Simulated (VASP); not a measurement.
# TiBr2 (P-3m1) in VASP: single point with LDA+U

Aim: the single point of TiBr2 with LDA+U.

Everything below comes from runs of VASP 6.6.1. Logs are shortened: lines on timing, memory, paths and dates and some standing lists are left out, and cuts for length are marked.

## (1) The cell of the first run

Symmetry: P-3m1, No. 164, trigonal system. The conventional cell has a = 4.020 Å, b = 4.020 Å, c = 6.485 Å, α = 90.00°, β = 90.00°, γ = 120.00°. Within 3.7 Å of Ti (site symmetry -3m) lie 6 Br at 2.84 Å. Within 3.7 Å of Br (site symmetry 3m) lie 3 Ti at 2.84 Å.

## (2) Single point, LDA+U, collinear spin

INCAR reads:

```
  PREC = Accurate
  ENCUT = 520
  EDIFF = 1E-7
  ISMEAR = 0
  SIGMA = 0.05
  LREAL = F
  LASPH = T
  NELM = 150
  ALGO = Normal
  ISIF = 2
  LWAVE = F
  LCHARG = T
  ISPIN = 2
  MAGMOM = 1 0 0
  LORBIT = 11
  NUPDOWN = 1.0
  LMAXMIX = 4
  LDAU = T
  LDAUTYPE = 1
  LDAUL = 2 -1
  LDAUU = 3 0
  LDAUJ = 0.9 0
  LDAUPRINT = 1
  LELF = T
  LVHAR = T
  NBANDS = 24
```

KPOINTS reads:

```
Automatic mesh
0
Gamma
  6 6 3
```

POSCAR reads:

```
TiBr2
1.0
    4.0201319500      0.0000000000      0.0000000000
   -2.0100659700      3.4815363900      0.0000000000
    0.0000000000      0.0000000000      6.4853072000
Ti Br
1 2
Direct
    0.0000000000      0.0000000000      0.0000000000
    0.3333333333      0.6666666667      0.2520000000
    0.6666666667      0.3333333333      0.7480000000
```

Potentials or basis: VASP PAW LDA potentials, release 64 (Ti_sv, Br).

Started as:

```bash
cat potpaw_LDA.64/Ti_sv/POTCAR potpaw_LDA.64/Br/POTCAR > POTCAR
mpirun -np 1 vasp_std > vasp.out
```

OUTCAR:

```text
PREC = Accurate
   ENCUT = 520
   EDIFF = 1E-7
   ISMEAR = 0
   LREAL = F
   LASPH = T
   NELM = 150
   ISIF = 2
   ISPIN = 2
   LORBIT = 11
   NUPDOWN = 1.0

 ion  position               nearest neighbor table
   1  0.000  0.000  0.000-   2 2.84   3 2.84   3 2.84   2 2.84   3 2.84   2 2.84
   2  0.333  0.667  0.252-   1 2.84   1 2.84   1 2.84
   3  0.667  0.333  0.748-   1 2.84   1 2.84   1 2.84

  LATTYP: Found a hexagonal cell.
 ALAT       =     4.0201319500
 C/A-ratio  =     1.6132075466

  Lattice vectors:

 A1 = (   4.0201319500,   0.0000000000,   0.0000000000)
 A2 = (  -2.0100659700,   3.4815363900,   0.0000000000)
 A3 = (   0.0000000000,   0.0000000000,   6.4853072000)

Analysis of symmetry for initial positions (statically):
=====================================================================
 Subroutine PRICEL returns:
 Original cell was already a primitive cell.

 Routine SETGRP: Setting up the symmetry group for a
 hexagonal supercell.

 Subroutine GETGRP returns: Found 12 space group operations
 (whereof 12 operations were pure point group operations)
 out of a pool of 24 trial point group operations.

The static configuration has the point symmetry D_3d.

Analysis of symmetry for dynamics (positions and initial velocities):
=====================================================================
 Subroutine PRICEL returns:
 Original cell was already a primitive cell.

 Routine SETGRP: Setting up the symmetry group for a
 hexagonal supercell.

 Subroutine GETGRP returns: Found 12 space group operations
 (whereof 12 operations were pure point group operations)
 out of a pool of 24 trial point group operations.

The dynamic configuration has the point symmetry D_3d.

Analysis of structural, dynamic, and magnetic symmetry:
=====================================================================
 Subroutine PRICEL returns:
 Original cell was already a primitive cell.

 Routine SETGRP: Setting up the symmetry group for a
 hexagonal supercell.

 Subroutine GETGRP returns: Found 12 space group operations
 (whereof 12 operations were pure point group operations)
 out of a pool of 24 trial point group operations.

The overall configuration has the point symmetry D_3d.

 Subroutine INISYM returns: Found 12 space group operations
 (whereof 12 operations are pure point group operations),
 and found     1 'primitive' translations

----------------------------------------------------------------------------------------

                                     Primitive cell

  volume of cell :      90.7699

  direct lattice vectors                    reciprocal lattice vectors
     4.020131950  0.000000000  0.000000000     0.248748054  0.143614756  0.000000000
    -2.010065970  3.481536390  0.000000000     0.000000000  0.287229512  0.000000000
     0.000000000  0.000000000  6.485307200     0.000000000  0.000000000  0.154194700

  length of vectors
     4.020131950  4.020131943  6.485307200     0.287229512  0.287229512  0.154194700

  position of ions in fractional coordinates (direct lattice)
     0.000000000  0.000000000  0.000000000
     0.333333333  0.666666667  0.252000000
     0.666666667  0.333333333  0.748000000

  ion indices of the primitive-cell ions
   primitive index   ion index
                 1           1
                 2           2
                 3           3

----------------------------------------------------------------------------------------

 KPOINTS: Automatic mesh

Automatic generation of k-mesh.
 Grid dimensions read from file:
 generate k-points for:    6    6    3
[... 69 lines left out ...]
   EMIN   =  10.00;   EMAX   =-10.00  energy-range for DOS
   EFERMI =   0.00;   METHOD = LEGACY
   ISMEAR =     0;   SIGMA  =   0.05  broadening in eV -4-tet -1-fermi 0-gaus
   EFERMI_NEDOS =   21; number of points for ismear=-14 and -15
   IALGO  =     38    algorithm
   IMIX   =      4    mixing-type and parameters
     AMIX     =   0.40;   BMIX     =  1.00
     AMIX_MAG =   1.60;   BMIX_MAG =  1.00
  volume/ion in A,a.u.               =      30.26       204.18
  Fermi-wavevector in a.u.,A,eV,Ry     =   1.079159  2.039314 15.845123  1.164584
  Thomas-Fermi vector in A             =   2.215116
   LORBIT       =     11    0 simple, 1 ext, 2 COOP (PROOUT), +10 PAW based schemes
 LDA+U is selected, type is set to LDAUTYPE =  1
   angular momentum for each species LDAUL =     2   -1
   U (eV)           for each species LDAUU =   3.0  0.0
   J (eV)           for each species LDAUJ =   0.9  0.0
   GGA     = CA    functional components
   LHFCALC =     F    Hartree Fock is set to
   AEXX    =    0.0000 exact exchange contribution
   IVDW    =     0    specifies the selected vdW correction
   LEPSILON=     F    determine dielectric tensor
   LRPA    =     F    only Hartree local field effects (RPA)
 spin polarized calculation
 Gauss-broadening in eV      SIGMA  =   0.05
  energy-cutoff  :      520.00
  volume of cell :       90.77
 maximum number of plane-waves:      2479
 NGX is ok and might be reduce to    30
   NGX = 15   NGY = 15   NGZ = 25

atom =   1  type =  1  l = 2

 onsite density matrix

spin component  1

  0.3480 -0.0000 -0.0000  0.2594 -0.0000
 -0.0000  0.3250 -0.0000  0.0000  0.2594
 -0.0000 -0.0000  0.0240 -0.0000 -0.0000
  0.2594  0.0000 -0.0000  0.3250  0.0000
 -0.0000  0.2594 -0.0000  0.0000  0.3480

spin component  2

  0.0379  0.0000 -0.0000 -0.0233 -0.0000
  0.0000  0.0560  0.0000  0.0000 -0.0233
 -0.0000  0.0000  0.3570  0.0000 -0.0000
 -0.0233  0.0000  0.0000  0.0560 -0.0000
 -0.0000 -0.0233 -0.0000 -0.0000  0.0379

 occupancies and eigenvectors

  o =  0.0220  v =  0.0000  0.0000  0.0000  0.0000  0.0000 -0.3058  0.5248  0.0000 -0.2095  0.7662      0.0000  0.0000  0.0000  0.0000  0.0000  0.0000  0.0000  0.0000  0.0000  0.0000
  o =  0.0220  v =  0.0000  0.0000  0.0000  0.0000  0.0000 -0.7662 -0.2095 -0.0000 -0.5248 -0.3058      0.0000  0.0000  0.0000  0.0000  0.0000  0.0000  0.0000  0.0000  0.0000  0.0000
  o =  0.0240  v = -0.0000  0.0000 -1.0000  0.0000 -0.0000  0.0000  0.0000  0.0000  0.0000  0.0000      0.0000  0.0000  0.0000  0.0000  0.0000  0.0000  0.0000  0.0000  0.0000  0.0000
  o =  0.0720  v =  0.0000  0.0000  0.0000  0.0000  0.0000  0.2095  0.7662 -0.0000 -0.3058 -0.5248      0.0000  0.0000  0.0000  0.0000  0.0000  0.0000  0.0000  0.0000  0.0000  0.0000
  o =  0.0720  v =  0.0000  0.0000  0.0000  0.0000  0.0000 -0.5248  0.3058 -0.0000  0.7662 -0.2095      0.0000  0.0000  0.0000  0.0000  0.0000  0.0000  0.0000  0.0000  0.0000  0.0000
  o =  0.0768  v =  0.2563  0.6711  0.0000 -0.2679 -0.6420  0.0000  0.0000  0.0000  0.0000  0.0000      0.0000  0.0000  0.0000  0.0000  0.0000  0.0000  0.0000  0.0000  0.0000  0.0000
  o =  0.0768  v =  0.6420 -0.2679 -0.0000 -0.6711  0.2563  0.0000  0.0000  0.0000  0.0000  0.0000      0.0000  0.0000  0.0000  0.0000  0.0000  0.0000  0.0000  0.0000  0.0000  0.0000
  o =  0.3570  v =  0.0000  0.0000  0.0000  0.0000  0.0000  0.0000 -0.0000 -1.0000 -0.0000  0.0000      0.0000  0.0000  0.0000  0.0000  0.0000  0.0000  0.0000  0.0000  0.0000  0.0000
  o =  0.5961  v =  0.2679 -0.6420  0.0000  0.2563 -0.6711  0.0000  0.0000  0.0000  0.0000  0.0000      0.0000  0.0000  0.0000  0.0000  0.0000  0.0000  0.0000  0.0000  0.0000  0.0000
  o =  0.5961  v = -0.6711 -0.2563  0.0000 -0.6420 -0.2679  0.0000  0.0000  0.0000  0.0000  0.0000      0.0000  0.0000  0.0000  0.0000  0.0000  0.0000  0.0000  0.0000  0.0000  0.0000

 number of electron      25.9999997 magnetization       0.9999998

 Free energy of the ion-electron system (eV)
  ---------------------------------------------------
  ext. energy  EPLUGINS =         0.00000000
  ---------------------------------------------------
  free energy    TOTEN  =       -13.92304074 eV

  energy without entropy =      -13.90997743  energy(sigma->0) =      -13.91650909

 E-fermi :   3.4270     XC(G=0):  -8.8020

 val. band max:        3.3917707131   @ k =   0.1667   0.0000   0.0000
 cond. band min:       2.8197011125   @ k =   0.3333  -0.0000   0.0000
 fundamental gap:     -0.5720696006
 Fermi energy:         2.8161436324

 spin component 1

 k-point     1 :       0.0000    0.0000    0.0000
  band No.  band energies     occupation
      1     -54.3368      1.00000
      2     -31.0646      1.00000
      3     -31.0646      1.00000
      4     -30.8099      1.00000
      5     -13.2561      1.00000
      6     -12.7991      1.00000
[... 448 lines left out ...]
     23      10.6087      0.00000
     24      10.7154      0.00000
 Fermi energy:         3.4269892354

 spin component 2

 k-point     1 :       0.0000    0.0000    0.0000
  band No.  band energies     occupation
      1     -53.5853      1.00000
      2     -30.4365      1.00000
      3     -30.1445      1.00000
      4     -30.1445      1.00000
      5     -13.2417      1.00000
      6     -12.7933      1.00000
[... 448 lines left out ...]
     23      10.7310      0.00000
     24      10.7582      0.00000

------------------------ aborting loop because EDIFF is reached ----------------------------------------

  FORCE on cell =-STRESS in cart. coord.  units (eV):
  Direction    XX          YY          ZZ          XY          YZ          ZX
  --------------------------------------------------------------------------------------
  -------------------------------------------------------------------------------------
  Total       -4.8046046     -4.8046046     -4.0524801     -0.0000000      0.0000000      0.0000000
  in kB      -84.8059713    -84.8059711    -71.5302393     -0.0000001      0.0000000      0.0000000
  external PRESSURE =     -80.3807272 kB  Pullay stress =       0.0000000 kB

 VOLUME and BASIS-vectors are now :
 -----------------------------------------------------------------------------
  energy-cutoff  :      520.00
  volume of cell :       90.77
      direct lattice vectors                 reciprocal lattice vectors
     4.020131950  0.000000000  0.000000000     0.248748054  0.143614756  0.000000000
    -2.010065970  3.481536390  0.000000000     0.000000000  0.287229512  0.000000000
     0.000000000  0.000000000  6.485307200     0.000000000  0.000000000  0.154194700

 POSITION                                       TOTAL-FORCE (eV/Angst)
 -----------------------------------------------------------------------------------
      0.00000      0.00000      0.00000        -0.000000      0.000000      0.000000
      0.00000      2.32102      1.63430        -0.000000      0.000000     -1.086736
      2.01007      1.16051      4.85101         0.000000     -0.000000      1.086736
 -----------------------------------------------------------------------------------
    total drift:                               -0.000000      0.000000      0.000000

  FREE ENERGIE OF THE ION-ELECTRON SYSTEM (eV)
  ---------------------------------------------------
  free  energy   TOTEN  =       -13.9230407447 eV

  energy  without entropy=      -13.9099774336  energy(sigma->0) =      -13.91650909

 total charge

# of ion       s       p       d       tot
------------------------------------------
    1        2.103   6.022   1.899  10.024
    2        1.610   3.210   0.017   4.836
    3        1.610   3.210   0.017   4.836
--------------------------------------------------
tot          5.323  12.441   1.932  19.696

 magnetization (x)

# of ion       s       p       d       tot
------------------------------------------
    1        0.006   0.004   0.820   0.830
    2       -0.000  -0.005   0.003  -0.003
    3       -0.000  -0.005   0.003  -0.003
--------------------------------------------------
tot          0.006  -0.007   0.826   0.825
```

It took 52 s on 1 thread of Intel Xeon Platinum 8488C (Sapphire Rapids), shared host; peak memory 0.21 GiB.

Results:

- Free energy: -13.9230 eV
- Pressure: -8.0 GPa
- Largest force: 1.087 eV/Å
- Net moment: 1.00 μB per cell
- Site moments: Ti +0.83; Br -0.00 μB
- Valence electrons inside the program's atomic spheres: Ti 10.02; Br 4.84

Forces on the atoms (eV/Å):
```
Ti   0.000  0.000  0.000
Br   0.000  0.000 -1.087
Br   0.000  0.000  1.087
```

Eigenvalues of the final occupation matrices:
```tsv
site	spin	trace	eigenvalues
site 1 d	1	1.37	0.02 0.08 0.08 0.60 0.60
site 1 d	2	0.54	0.02 0.02 0.07 0.07 0.36
```

Caveat: the cell stands under tension; the total moment is fixed, so each spin has its own Fermi level; forces of over 1 eV/Å act on the atoms, so gaps and moduli don't describe the material at rest.
